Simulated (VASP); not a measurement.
# MgS (Fm-3m) in VASP: single point with PBE

Aim: the single point of MgS with PBE.

Everything below comes from runs of VASP 6.6.1. Logs are shortened: lines on timing, memory, paths and dates and some standing lists are left out, and cuts for length are marked.

## 1. The cell of the first run

The structure is cubic, space group Fm-3m (No. 225). The conventional cell has a = 5.068 Å, b = 5.068 Å, c = 5.068 Å, α = 90.00°, β = 90.00°, γ = 90.00°. Mg (site symmetry m-3m) has 6 S at 2.53 Å within 3.3 Å. S (site symmetry m-3m) has 6 Mg at 2.53 Å within 3.3 Å.

## 2. Single point, PBE

The input, INCAR:

```
SYSTEM = MgS
  ALGO = Normal
  EDIFF = 1E-7
  ENCUT = 520
  GGA = PE
  ISIF = 2
  ISMEAR = 0
  ISYM = 0
  LASPH = .TRUE.
  LCHARG = .FALSE.
  LREAL = .FALSE.
  LWAVE = .FALSE.
  NBANDS = 11
  NELM = 80
  PREC = Accurate
  SIGMA = 0.02
```

The input, KPOINTS:

```
Automatic mesh
0
Gamma
  8 8 8
  0.5 0.5 0.5
```

The input, POSCAR:

```
MgS
1.0
    0.0000000000      2.5339333257      2.5339333257
    2.5339333257      0.0000000000      2.5339333257
    2.5339333257      2.5339333257      0.0000000000
Mg S
1 1
Direct
    0.0000000000      0.0000000000      0.0000000000
    0.5000000000      0.5000000000      0.5000000000
```

Potentials or basis: VASP PAW PBE potentials, release 64 (Mg, S).

Command:

```
$ cat potpaw_PBE.64/Mg/POTCAR potpaw_PBE.64/S/POTCAR > POTCAR
$ mpirun -np 1 vasp_std > vasp.out
```

OUTCAR:

```text
SYSTEM = MgS
   EDIFF = 1E-7
   ENCUT = 520
   GGA = PE
   ISIF = 2
   ISMEAR = 0
   ISYM = 0
   LASPH = .TRUE.
   LREAL = .FALSE.
   NELM = 80
   PREC = Accurate

 ion  position               nearest neighbor table
   1  0.000  0.000  0.000-   2 2.53   2 2.53   2 2.53   2 2.53   2 2.53   2 2.53
   2  0.500  0.500  0.500-   1 2.53   1 2.53   1 2.53   1 2.53   1 2.53   1 2.53

IMPORTANT INFORMATION: All symmetrisations will be switched off!
NOSYMM: (Re-)initialisation of all symmetry stuff for point group C_1.

----------------------------------------------------------------------------------------

                                     Primitive cell

  volume of cell :      32.5398

  direct lattice vectors                    reciprocal lattice vectors
     0.000000000  2.533933326  2.533933326    -0.197321688  0.197321688  0.197321688
     2.533933326  0.000000000  2.533933326     0.197321688 -0.197321688  0.197321688
     2.533933326  2.533933326  0.000000000     0.197321688  0.197321688 -0.197321688

  length of vectors
     3.583522875  3.583522875  3.583522875     0.341771188  0.341771188  0.341771188

  position of ions in fractional coordinates (direct lattice)
     0.000000000  0.000000000  0.000000000
     0.500000000  0.500000000  0.500000000

  ion indices of the primitive-cell ions
   primitive index   ion index
                 1           1
                 2           2

----------------------------------------------------------------------------------------

 KPOINTS: Automatic mesh

Automatic generation of k-mesh.
 Grid dimensions read from file:
 generate k-points for:    8    8    8

 Generating k-lattice:

  Cartesian coordinates                     Fractional coordinates (reciprocal lattice)
    -0.024665211  0.024665211  0.024665211     0.125000000  0.000000000  0.000000000
     0.024665211 -0.024665211  0.024665211     0.000000000  0.125000000  0.000000000
     0.024665211  0.024665211 -0.024665211     0.000000000  0.000000000  0.125000000

  Length of vectors
     0.042721399  0.042721399  0.042721399

  Shift w.r.t. Gamma in fractional coordinates (k-lattice)
     0.500000000  0.500000000  0.500000000

 Subroutine IBZKPT returns following result:
 ===========================================

 Found   1024 irreducible k-points:

 Following reciprocal coordinates:
            Coordinates               Weight
  0.062500  0.062500  0.062500      2.000000
  0.062500  0.000000  0.000000      2.000000
  0.000000  0.000000 -0.062500      2.000000
  0.000000  0.062500  0.000000      2.000000
  0.187500  0.062500  0.062500      2.000000
  0.062500  0.187500  0.062500      2.000000
[... 16 lines left out ...]
  0.000000  0.250000 -0.062500      2.000000
  0.250000  0.000000 -0.062500      2.000000
 [... further k-points ...]
   k-points           NKPTS =   1024   k-points in BZ     NKDIM =   1024   number of bands    NBANDS=     11
   number of dos      NEDOS =    301   number of ions     NIONS =      2
   total plane-waves  NPLWV =  21952
   dimension x,y,z NGX =    28 NGY =   28 NGZ =   28
   dimension x,y,z NGXF=    56 NGYF=   56 NGZF=   56
   ions per type =               1   1
   NGX,Y,Z   is equivalent  to a cutoff of  12.99, 12.99, 12.99 a.u.
   NGXF,Y,Z  is equivalent  to a cutoff of  25.98, 25.98, 25.98 a.u.
 SYSTEM =  MgS
   PREC   = accura    normal or accurate (medium, high low for compatibility)
   ISTART =      0    job   : 0-new  1-cont  2-samecut
   ICHARG =      2    charge: 1-file 2-atom 10-const
   ISPIN  =      1    spin polarized calculation?
   LNONCOLLINEAR =      F non collinear calculations
   LSORBIT =      F    spin-orbit coupling
   LASPH  =      T    aspherical Exc in radial PAW
   ENCUT  =  520.0 eV  38.22 Ry    6.18 a.u.   6.66  6.66  6.66*2*pi/ulx,y,z
   NELM   =     80;   NELMIN=  2; NELMDL= -5     # of ELM steps
   EDIFF  = 0.1E-06   stopping-criterion for ELM
   LREAL  =      F    real-space projection
   EDIFFG = 0.1E-05   stopping-criterion for IOM
   NSW    =      0    number of steps for IOM
   IBRION =     -1    ionic relax: 0-MD 1-quasi-New 2-CG
   NFREE  =      0    steps in history (QN), initial steepest desc. (CG)
   ISIF   =      2    stress and relaxation
   ISYM   =      0    0-nonsym 1-usesym 2-fastsym
   POTIM  = 0.5000    time-step for ionic-motion
   TEBEG  =    0.0;   TEEND  =   0.0 temperature during run
   PSTRESS=    0.0 pullay stress
   NELECT =       8.0000    total number of electrons
   NUPDOWN=      -1.0000    fix difference up-down
   EMIN   =  10.00;   EMAX   =-10.00  energy-range for DOS
   EFERMI =   0.00;   METHOD = LEGACY
   ISMEAR =     0;   SIGMA  =   0.02  broadening in eV -4-tet -1-fermi 0-gaus
   EFERMI_NEDOS =   21; number of points for ismear=-14 and -15
   IALGO  =     38    algorithm
   IMIX   =      4    mixing-type and parameters
     AMIX     =   0.40;   BMIX     =  1.00
     AMIX_MAG =   1.60;   BMIX_MAG =  1.00
  volume/ion in A,a.u.               =      16.27       109.79
  Fermi-wavevector in a.u.,A,eV,Ry     =   1.025572  1.938051 14.310590  1.051799
  Thomas-Fermi vector in A             =   2.159420
   LORBIT       =      0    0 simple, 1 ext, 2 COOP (PROOUT), +10 PAW based schemes
   GGA     = PE    functional components
   LHFCALC =     F    Hartree Fock is set to
   AEXX    =    0.0000 exact exchange contribution
   IVDW    =     0    specifies the selected vdW correction
   LEPSILON=     F    determine dielectric tensor
   LRPA    =     F    only Hartree local field effects (RPA)
 non-spin polarized calculation
 Gauss-broadening in eV      SIGMA  =   0.02
  energy-cutoff  :      520.00
  volume of cell :       32.54
 maximum number of plane-waves:       899
   NGX = 13   NGY = 13   NGZ = 13

 number of electron       8.0000000 magnetization

 Free energy of the ion-electron system (eV)
  ---------------------------------------------------
  ext. energy  EPLUGINS =         0.00000000
  ---------------------------------------------------
  free energy    TOTEN  =        -8.43023817 eV

  energy without entropy =       -8.43023817  energy(sigma->0) =       -8.43023817

 E-fermi :   4.5623     XC(G=0): -10.0192

 val. band max:        4.4307360626   @ k =   0.0000   0.0625   0.0000
 cond. band min:       7.5867414731   @ k =  -0.4375  -0.4375   0.0625
 fundamental gap:      3.1560054105
 Fermi energy:         4.5622548077

 k-point     1 :       0.0625    0.0625    0.0625
  band No.  band energies     occupation
      1      -8.6374      2.00000
      2       4.1371      2.00000
      3       4.4307      2.00000
      4       4.4307      2.00000
      5       9.0897      0.00000
      6      12.2365      0.00000
      7      12.4435      0.00000
      8      12.4435      0.00000
      9      14.6786      0.00000
     10      14.6786      0.00000
     11      17.5316      0.00000

 k-point     2 :       0.0625    0.0000    0.0000
  band No.  band energies     occupation
      1      -8.6374      2.00000
      2       4.1371      2.00000
      3       4.4307      2.00000
      4       4.4307      2.00000
      5       9.0897      0.00000
      6      12.2365      0.00000
      7      12.4435      0.00000
      8      12.4435      0.00000
      9      14.6786      0.00000
     10      14.6786      0.00000
     11      17.5316      0.00000

 k-point     3 :       0.0000    0.0000   -0.0625
  band No.  band energies     occupation
      1      -8.6374      2.00000
      2       4.1371      2.00000
      3       4.4307      2.00000
      4       4.4307      2.00000
      5       9.0897      0.00000
      6      12.2365      0.00000
      7      12.4435      0.00000
      8      12.4435      0.00000
      9      14.6786      0.00000
     10      14.6786      0.00000
     11      17.5316      0.00000

 k-point     4 :       0.0000    0.0625    0.0000
  band No.  band energies     occupation
      1      -8.6374      2.00000
      2       4.1371      2.00000
      3       4.4307      2.00000
      4       4.4307      2.00000
      5       9.0897      0.00000
      6      12.2365      0.00000
      7      12.4435      0.00000
      8      12.4435      0.00000
      9      14.6786      0.00000
     10      14.6786      0.00000
     11      17.5316      0.00000

 k-point     5 :       0.1875    0.0625    0.0625
  band No.  band energies     occupation
      1      -8.4134      2.00000
      2       2.9772      2.00000
      3       4.0559      2.00000
      4       4.3742      2.00000
      5       9.9071      0.00000
      6      11.8948      0.00000
      7      12.7158      0.00000
      8      12.8891      0.00000
      9      13.6833      0.00000
     10      14.7442      0.00000
     11      18.0004      0.00000
[... 211 lines left out ...]
 k-point    21 :       0.3125    0.2500    0.2500
  band No.  band energies     occupation
      1      -7.9145      2.00000
      2       1.1536      2.00000
      3       3.7255      2.00000
      4       4.1262      2.00000
      5       9.8644      0.00000
      6      12.1888      0.00000
      7      12.1990      0.00000
      8      13.2629      0.00000
      9      14.5872      0.00000
     10      16.1129      0.00000
     11      17.1502      0.00000

 k-point    22 :       0.0625   -0.2500    0.0000
  band No.  band energies     occupation
      1      -7.9145      2.00000
      2       1.1536      2.00000
      3       3.7255      2.00000
      4       4.1262      2.00000
      5       9.8644      0.00000
      6      12.1888      0.00000
      7      12.1990      0.00000
      8      13.2629      0.00000
      9      14.5872      0.00000
     10      16.1129      0.00000
     11      17.1502      0.00000

 k-point    23 :       0.0000    0.2500   -0.0625
  band No.  band energies     occupation
      1      -7.9145      2.00000
      2       1.1536      2.00000
      3       3.7255      2.00000
      4       4.1262      2.00000
      5       9.8644      0.00000
      6      12.1888      0.00000
      7      12.1990      0.00000
      8      13.2629      0.00000
      9      14.5872      0.00000
     10      16.1129      0.00000
     11      17.1502      0.00000

 k-point    24 :       0.2500    0.0000   -0.0625
  band No.  band energies     occupation
      1      -7.9145      2.00000
      2       1.1536      2.00000
      3       3.7255      2.00000
      4       4.1262      2.00000
      5       9.8644      0.00000
      6      12.1888      0.00000
      7      12.1990      0.00000
      8      13.2629      0.00000
      9      14.5872      0.00000
     10      16.1129      0.00000
     11      17.1502      0.00000

 [... further k-points ...]

------------------------ aborting loop because EDIFF is reached ----------------------------------------

  FORCE on cell =-STRESS in cart. coord.  units (eV):
  Direction    XX          YY          ZZ          XY          YZ          ZX
  --------------------------------------------------------------------------------------
  -------------------------------------------------------------------------------------
  Total        1.6511812      1.6511819      1.6511811      0.0000007     -0.0000006      0.0000001
  in kB       81.2998547     81.2998912     81.2998484      0.0000330     -0.0000286      0.0000060
  external PRESSURE =      81.2998648 kB  Pullay stress =       0.0000000 kB

 VOLUME and BASIS-vectors are now :
 -----------------------------------------------------------------------------
  energy-cutoff  :      520.00
  volume of cell :       32.54
      direct lattice vectors                 reciprocal lattice vectors
     0.000000000  2.533933326  2.533933326    -0.197321688  0.197321688  0.197321688
     2.533933326  0.000000000  2.533933326     0.197321688 -0.197321688  0.197321688
     2.533933326  2.533933326  0.000000000     0.197321688  0.197321688 -0.197321688

 POSITION                                       TOTAL-FORCE (eV/Angst)
 -----------------------------------------------------------------------------------
      0.00000      0.00000      0.00000        -0.000000      0.000000     -0.000000
      2.53393      2.53393      2.53393         0.000000     -0.000000      0.000000
 -----------------------------------------------------------------------------------
    total drift:                                0.000000      0.000000     -0.000000

  FREE ENERGIE OF THE ION-ELECTRON SYSTEM (eV)
  ---------------------------------------------------
  free  energy   TOTEN  =        -8.4302381665 eV

  energy  without entropy=       -8.4302381665  energy(sigma->0) =       -8.43023817
```

It took 2 min on 1 thread of Intel Xeon 6975P-C (Granite Rapids), shared host; peak memory 0.49 GiB.

What came out:

* Free energy: -8.4302 eV
* Pressure: 8.1 GPa
* Band gap on the k mesh: 3.16 eV (least direct gap 4.66 eV)

Caveat: the cell stands under pressure; a shifted mesh leaves out Γ, where band edges can lie.
